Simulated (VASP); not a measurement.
The system is LiCl.

```
Li Cl
1.0
     0.00000    2.55604    2.55604
     2.55604    0.00000    2.55604
     2.55604    2.55604    0.00000
Li Cl
1 1
Direct
  0.00000 0.00000 0.00000
  0.50000 0.50000 0.50000
```

Base run:

| Quantity | Value |
| --- | --- |
| Program | VASP 6.6.1 |
| Functional | r2SCAN |
| Potentials or basis | VASP PAW PBE potentials, release 64 (Li_sv, Cl) |
| Cutoff | 520 eV |
| k mesh | 8 × 8 × 8 |
| Occupations | gaussian, width 0.01 eV |
| Spin | no spin polarisation |

Its results: band gap on the k mesh 7.36 eV, direct.

**Question.** The run is repeated on the same cell with these changes: functional from r2SCAN to PBE. What comes out?

**Answer.** Band gap on the k mesh 6.40 eV, direct.

r2SCAN gives the wider gap, since meta-GGAs in the generalised Kohn-Sham scheme recover part of the derivative discontinuity.

A k mesh can miss the band edges.
